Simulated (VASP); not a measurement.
# B2SbOs5 in VASP: single point with r2SCAN

Aim: the single point of B2SbOs5 with r2SCAN.

Program: VASP 6.6.1. These are calculated values, not measurements. Logs are shortened: lines on timing, memory, paths and dates and some standing lists are left out, and cuts for length are marked.

## 1. The cell of the first run

The cell holds a disordered packing, 16 atoms: a = 5.401 Å, b = 6.264 Å, c = 6.392 Å, α = 98.74°, β = 89.99°, γ = 84.64°.

## 2. Single point, r2SCAN

Contents of POSCAR:

```
B2SbOs5
1.0
    5.3830530000      0.3291300000      0.2927610000
    0.1782640000      6.2418690000      0.4914780000
   -0.2484590000     -1.4568580000      6.2188720000
B Sb Os
4 2 10
Direct
    0.2496470000      0.5065790000      0.4846830000
    0.7485400000      0.8622300000      0.8430920000
    0.1674780000      0.2096480000      0.6928760000
    0.5215800000      0.8198340000      0.1388880000
    0.5984270000      0.6239160000      0.5942270000
    0.0309750000      0.7735550000      0.2256290000
    0.3791140000      0.3992040000      0.1582090000
    0.7352360000      0.0996550000      0.1339060000
    0.1825700000      0.8544620000      0.6001720000
    0.5450230000      0.2882690000      0.7787410000
    0.3318850000      0.0909770000      0.3558190000
    0.7412680000      0.9742350000      0.5137200000
    0.9223890000      0.3225350000      0.4515390000
    0.2930350000      0.6507900000      0.8963000000
    0.9373070000      0.4240170000      0.9533570000
    0.1753920000      0.0575710000      0.9788780000
```

Contents of INCAR.step1:

```
PREC     = Accurate       # precision mode
ENCUT    = 520            # plane-wave cutoff, eV
ISMEAR   = -1             # smearing method
SIGMA    = 0.0493         # smearing width, eV
LREAL    = Auto         
LASPH    = T              # aspherical terms in the spheres
NELM     = 60             # most SCF steps
NBANDS   = 65             # bands
GGA      = PE             # functional
ALGO     = Normal         # electronic algorithm
EDIFF    = 1E-4           # SCF threshold, eV
LWAVE    = T              # write WAVECAR
LCHARG   = F              # write CHGCAR
```

Contents of INCAR.step2:

```
PREC     = Accurate       # precision mode
ENCUT    = 520            # plane-wave cutoff, eV
EDIFF    = 1E-6           # SCF threshold, eV
ISMEAR   = -1             # smearing method
SIGMA    = 0.0493         # smearing width, eV
LREAL    = Auto         
LASPH    = T              # aspherical terms in the spheres
NELM     = 60             # most SCF steps
ALGO     = Normal         # electronic algorithm
ISIF     = 2              # what is computed and relaxed
LWAVE    = F              # write WAVECAR
LCHARG   = T              # write CHGCAR
METAGGA  = R2SCAN         # meta-GGA
LMIXTAU  = T            
LELF     = T              # ELF
LVHAR    = T            
NBANDS   = 65             # bands
ISTART   = 1
```

Contents of KPOINTS:

```
Automatic mesh
0
Gamma
  4 3 3
  0.5 0 0.5
```

Potentials or basis: VASP PAW PBE potentials, release 64 (B, Sb, Os).

Command:

```console
> cat potpaw_PBE.64/B/POTCAR potpaw_PBE.64/Sb/POTCAR potpaw_PBE.64/Os/POTCAR > POTCAR
> cp INCAR.step1 INCAR
> mpirun -np 1 vasp_std > vasp.out
> cp INCAR.step2 INCAR
> mpirun -np 1 vasp_std > vasp.out
```

OUTCAR:

```text
PREC = Accurate
   ENCUT = 520
   EDIFF = 1E-6
   ISMEAR = -1
   LREAL = Auto
   LASPH = T
   NELM = 60
   ISIF = 2
   METAGGA = R2SCAN
   ISTART = 1

 ion  position               nearest neighbor table
   1  0.250  0.507  0.485-   5 2.16   7 2.19   9 2.19  13 2.19  11 2.60  14 2.67   6 2.72
   2  0.749  0.862  0.843-   8 2.19   5 2.22  12 2.32   6 2.98
   3  0.167  0.210  0.693-  16 2.18  13 2.19  10 2.19   9 2.21  15 2.26  11 2.32
   4  0.522  0.820  0.139-  14 2.19   8 2.19  11 2.19  16 2.59  12 2.76   6 2.76   6 2.80
   5  0.598  0.624  0.594-   1 2.16   2 2.22  13 2.51  14 2.52  12 2.52   9 2.55  10 2.60   7 3.21
                            15 3.26   6 3.60
   6  0.031  0.774  0.226-  14 2.52  12 2.52   9 2.52   8 2.61  15 2.67  16 2.72  11 2.72   1 2.72
                             4 2.76   4 2.80   7 2.84   2 2.98  13 3.46  13 3.52   5 3.60
   7  0.379  0.399  0.158-   1 2.19  14 2.48  11 2.49   8 2.55  10 2.56  16 2.61  15 2.73   6 2.84
                             5 3.21  13 3.21  15 3.31
   8  0.735  0.100  0.134-   4 2.19   2 2.19   7 2.55  13 2.55  16 2.55  11 2.61   6 2.61  12 2.66
                            15 2.79  10 2.86  16 3.20
   9  0.183  0.854  0.600-   1 2.19   3 2.21  14 2.48  11 2.49  12 2.52   6 2.52   5 2.55  16 2.56
                            12 3.24
  10  0.545  0.288  0.779-   3 2.19  12 2.54  14 2.55  15 2.55   7 2.56   5 2.60   8 2.86  13 2.97
                            16 2.97  11 3.07
  11  0.332  0.091  0.356-   4 2.19   3 2.32   9 2.49   7 2.49  12 2.52  16 2.54  13 2.55   1 2.60
                             8 2.61   6 2.72  10 3.07
  12  0.741  0.974  0.514-   2 2.32   5 2.52   9 2.52   6 2.52  11 2.52  10 2.54  13 2.56   8 2.66
                             4 2.76   9 3.24
  13  0.922  0.323  0.452-   3 2.19   1 2.19   5 2.51   8 2.55  11 2.55  12 2.56  10 2.97  15 3.18
                             7 3.21  15 3.34   6 3.46   6 3.52
  14  0.293  0.651  0.896-   4 2.19   9 2.48   7 2.48   5 2.52   6 2.52  16 2.54  10 2.55  15 2.55
                             1 2.67
  15  0.937  0.424  0.953-   3 2.26  10 2.55  14 2.55  16 2.55   6 2.67   7 2.73   8 2.79  13 3.18
                             5 3.26   7 3.31  13 3.34
  16  0.175  0.058  0.979-   3 2.18  11 2.54  14 2.54   8 2.55  15 2.55   9 2.56   4 2.59   7 2.61
                             6 2.72  10 2.97   8 3.20

  LATTYP: Found a triclinic cell.
 ALAT       =    10.1697818056
 B/A-ratio  =     0.5310876723
 C/A-ratio  =     0.6285354334
 COS(alpha) =     0.0001065798
 COS(beta)  =     0.5350410565
 COS(gamma) =     0.5886464276

  Lattice vectors:

 A1 = (  -5.3128580000,  -5.1141410000,  -7.0031110000)
 A2 = (  -5.3830530000,  -0.3291300000,  -0.2927610000)
 A3 = (   0.2484590000,   1.4568580000,  -6.2188720000)

Analysis of symmetry for initial positions (statically):
=====================================================================
 Subroutine PRICEL returns:
 Original cell was already a primitive cell.

 Routine SETGRP: Setting up the symmetry group for a
 triclinic supercell.

 Subroutine GETGRP returns: Found  1 space group operations
 (whereof  1 operations were pure point group operations)
 out of a pool of  2 trial point group operations.

The static configuration has the point symmetry C_1 .

Analysis of symmetry for dynamics (positions and initial velocities):
=====================================================================
 Subroutine PRICEL returns:
 Original cell was already a primitive cell.

 Routine SETGRP: Setting up the symmetry group for a
 triclinic supercell.

 Subroutine GETGRP returns: Found  1 space group operations
 (whereof  1 operations were pure point group operations)
 out of a pool of  2 trial point group operations.

The dynamic configuration has the point symmetry C_1 .

 Subroutine INISYM returns: Found  1 space group operations
 (whereof  1 operations are pure point group operations),
 and found     1 'primitive' translations

----------------------------------------------------------------------------------------

                                     Primitive cell

  volume of cell :     212.7833

  direct lattice vectors                    reciprocal lattice vectors
     5.383053000  0.329130000  0.292761000     0.185791819 -0.005783880  0.006067878
     0.178264000  6.241869000  0.491478000    -0.011623696  0.157668649  0.036471698
    -0.248459000 -1.456858000  6.218872000    -0.007827755 -0.012188284  0.157632851

  length of vectors
     5.401045747  6.263725512  6.392068215     0.185980839  0.162248876  0.158297011

  position of ions in fractional coordinates (direct lattice)
     0.249647000  0.506579000  0.484683000
     0.748540000  0.862230000  0.843092000
     0.167478000  0.209648000  0.692876000
     0.521580000  0.819834000  0.138888000
     0.598427000  0.623916000  0.594227000
     0.030975000  0.773555000  0.225629000
[... 8 lines left out ...]
     0.937307000  0.424017000  0.953357000
     0.175392000  0.057571000  0.978878000

  ion indices of the primitive-cell ions
   primitive index   ion index
                 1           1
                 2           2
                 3           3
                 4           4
                 5           5
                 6           6
[... 8 lines left out ...]
                15          15
                16          16

----------------------------------------------------------------------------------------

 KPOINTS: Automatic mesh

Automatic generation of k-mesh.
 Grid dimensions read from file:
 generate k-points for:    4    3    3

 Generating k-lattice:

  Cartesian coordinates                     Fractional coordinates (reciprocal lattice)
     0.046447955 -0.001445970  0.001516970     0.250000000  0.000000000  0.000000000
    -0.003874565  0.052556216  0.012157233     0.000000000  0.333333333 -0.000000000
    -0.002609252 -0.004062761  0.052544284     0.000000000  0.000000000  0.333333333

  Length of vectors
     0.046495210  0.054082959  0.052765670

  Shift w.r.t. Gamma in fractional coordinates (k-lattice)
     0.500000000  0.000000000  0.500000000

 Subroutine IBZKPT returns following result:
 ===========================================

 Found     18 irreducible k-points:

 Following reciprocal coordinates:
            Coordinates               Weight
  0.125000  0.000000  0.166667      2.000000
  0.375000  0.000000  0.166667      2.000000
 -0.375000 -0.000000  0.166667      2.000000
 -0.125000  0.000000  0.166667      2.000000
  0.125000  0.333333  0.166667      2.000000
  0.375000  0.333333  0.166667      2.000000
[... 10 lines left out ...]
 -0.375000  0.333333  0.500000      2.000000
 -0.125000  0.333333  0.500000      2.000000
   k-points           NKPTS =     18   k-points in BZ     NKDIM =     18   number of bands    NBANDS=     65
   number of dos      NEDOS =    301   number of ions     NIONS =     16
   total plane-waves  NPLWV =  92160
   dimension x,y,z NGX =    40 NGY =   48 NGZ =   48
   dimension x,y,z NGXF=    80 NGYF=   96 NGZF=   96
   ions per type =               4   2  10
   NGX,Y,Z   is equivalent  to a cutoff of  12.31, 12.74, 12.48 a.u.
   NGXF,Y,Z  is equivalent  to a cutoff of  24.62, 25.48, 24.97 a.u.
 SYSTEM =  unknown system
   PREC   = accura    normal or accurate (medium, high low for compatibility)
   ISTART =      1    job   : 0-new  1-cont  2-samecut
   ICHARG =      0    charge: 1-file 2-atom 10-const
   ISPIN  =      1    spin polarized calculation?
   LNONCOLLINEAR =      F non collinear calculations
   LSORBIT =      F    spin-orbit coupling
   LASPH  =      T    aspherical Exc in radial PAW
   ENCUT  =  520.0 eV  38.22 Ry    6.18 a.u.  10.04 11.65 11.89*2*pi/ulx,y,z
   NELM   =     60;   NELMIN=  2; NELMDL=  0     # of ELM steps
   EDIFF  = 0.1E-05   stopping-criterion for ELM
   LREAL  =      T    real-space projection
   EDIFFG = 0.1E-04   stopping-criterion for IOM
   NSW    =      0    number of steps for IOM
   IBRION =     -1    ionic relax: 0-MD 1-quasi-New 2-CG
   NFREE  =      0    steps in history (QN), initial steepest desc. (CG)
   ISIF   =      2    stress and relaxation
   ISYM   =      2    0-nonsym 1-usesym 2-fastsym
   POTIM  = 0.5000    time-step for ionic-motion
   TEBEG  =    0.0;   TEEND  =   0.0 temperature during run
   PSTRESS=    0.0 pullay stress
   NELECT =     102.0000    total number of electrons
   NUPDOWN=      -1.0000    fix difference up-down
   EMIN   =  10.00;   EMAX   =-10.00  energy-range for DOS
   EFERMI =   0.00;   METHOD = LEGACY
   ISMEAR =    -1;   SIGMA  =   0.05  broadening in eV -4-tet -1-fermi 0-gaus
   EFERMI_NEDOS =   21; number of points for ismear=-14 and -15
   IALGO  =     38    algorithm
   IMIX   =      4    mixing-type and parameters
     AMIX     =   0.40;   BMIX     =  1.00
     AMIX_MAG =   1.60;   BMIX_MAG =  1.00
  volume/ion in A,a.u.               =      13.30        89.75
  Fermi-wavevector in a.u.,A,eV,Ry     =   1.281236  2.421184 22.334847  1.641565
  Thomas-Fermi vector in A             =   2.413617
   LORBIT       =      0    0 simple, 1 ext, 2 COOP (PROOUT), +10 PAW based schemes
   METAGGA = R2SCAN    functional components
   LHFCALC =     F    Hartree Fock is set to
   AEXX    =    0.0000 exact exchange contribution
   IVDW    =     0    specifies the selected vdW correction
   LEPSILON=     F    determine dielectric tensor
   LRPA    =     F    only Hartree local field effects (RPA)
 non-spin polarized calculation
  energy-cutoff  :      520.00
  volume of cell :      212.78
 maximum number of plane-waves:      5749
   NGX = 21   NGY = 23   NGZ = 23

 number of electron     102.0000003 magnetization

 Free energy of the ion-electron system (eV)
  ---------------------------------------------------
  ext. energy  EPLUGINS =         0.00000000
  ---------------------------------------------------
  free energy    TOTEN  =      -592.80822909 eV

  energy without entropy =     -592.70137214  energy(sigma->0) =     -592.75480062

 E-fermi :   9.4189     XC(G=0): -14.1356

 val. band max:        9.4167961957   @ k =   0.3750   0.0000   0.1667
 cond. band min:       9.4270223982   @ k =   0.1250   0.0000   0.5000
 fundamental gap:      0.0102262025
 Fermi energy:         9.4188707283

 k-point     1 :       0.1250    0.0000    0.1667
  band No.  band energies     occupation
      1      -4.8858      2.00000
      2      -3.0886      2.00000
      3      -1.0669      2.00000
      4      -0.6809      2.00000
      5       0.0392      2.00000
      6       0.9039      2.00000
[... 55 lines left out ...]
     62      11.4386      0.00000
     63      11.6205      0.00000

 k-point     2 :       0.3750    0.0000    0.1667
  band No.  band energies     occupation
      1      -4.3866      2.00000
      2      -3.3895      2.00000
      3      -1.2508      2.00000
      4      -0.8879      2.00000
      5       0.0453      2.00000
      6       0.5406      2.00000
[... 1055 lines left out ...]
      6       0.3154      2.00000
[... 55 lines left out ...]
     62      11.4106      0.00000
     63      11.8183      0.00000
 [bands above 63 left out]

------------------------ aborting loop because EDIFF is reached ----------------------------------------

  FORCE on cell =-STRESS in cart. coord.  units (eV):
  Direction    XX          YY          ZZ          XY          YZ          ZX
  --------------------------------------------------------------------------------------
  -------------------------------------------------------------------------------------
  Total       41.4198549     44.0930790     29.3671994     -7.9179606     -1.9639339     -1.7349523
  in kB      311.8757433    332.0041036    221.1238350    -59.6192299    -14.7876748    -13.0635308
  external PRESSURE =     288.3345606 kB  Pullay stress =       0.0000000 kB

 VOLUME and BASIS-vectors are now :
 -----------------------------------------------------------------------------
  energy-cutoff  :      520.00
  volume of cell :      212.78
      direct lattice vectors                 reciprocal lattice vectors
     5.383053000  0.329130000  0.292761000     0.185791819 -0.005783880  0.006067878
     0.178264000  6.241869000  0.491478000    -0.011623696  0.157668649  0.036471698
    -0.248459000 -1.456858000  6.218872000    -0.007827755 -0.012188284  0.157632851

 POSITION                                       TOTAL-FORCE (eV/Angst)
 -----------------------------------------------------------------------------------
      1.31374      2.53805      3.33624        -2.087367     -1.193507     -0.666972
      3.97366      4.40003      5.88599         0.827915      1.942098      1.331011
      0.76676      0.35430      4.46098        -0.782502      1.149057     -0.072162
      2.91933      5.08662      1.41936        -0.461269      1.054470     -0.885589
      3.18494      3.22566      4.17726         3.565299     -0.589060     -1.657934
      0.24858      4.50991      1.79241        -0.349177     -2.015114     -1.211831
[... 8 lines left out ...]
      4.88429      1.56625      6.41161        -1.953040     -0.328302      0.009454
      0.71120     -1.00901      6.16716         0.784658      1.448842     -0.978837
 -----------------------------------------------------------------------------------
    total drift:                                0.007850     -0.015258     -0.001316

  FREE ENERGIE OF THE ION-ELECTRON SYSTEM (eV)
  ---------------------------------------------------
  free  energy   TOTEN  =      -592.8082290936 eV

  energy  without entropy=     -592.7013721435  energy(sigma->0) =     -592.75480062
```

Wall time 20 min (1 thread of Intel Xeon Platinum 8259CL at 2.50GHz (Skylake/Cascade Lake), shared host); peak memory 0.4 GiB.

What came out:

- Free energy: -592.8082 eV
- Pressure: 28.8 GPa
- Largest force: 3.976 eV/Å
- Band gap on the k mesh: zero (bands 51 and 52 overlap by 0.07 eV)

Forces in eV/Å, atoms in the order of the input:
```
B   -2.087 -1.194 -0.667
B    0.828  1.942  1.331
B   -0.783  1.149 -0.072
B   -0.461  1.054 -0.886
Sb   3.565 -0.589 -1.658
Sb  -0.349 -2.015 -1.212
Os   0.236  0.439  2.301
Os  -1.039  0.426 -3.419
Os  -1.609  0.445  1.225
Os   1.872 -2.625 -1.531
Os   1.680 -0.230  1.368
Os  -1.134 -0.591  2.255
Os   0.584  0.994  1.491
Os  -0.135 -0.326  0.444
Os  -1.953 -0.328  0.009
Os   0.785  1.449 -0.979
```

Caveat: the PAW data sets were made with another functional, which shifts forces and pressure a little; spin-orbit coupling is left out, which moves the levels of the heavy elements.
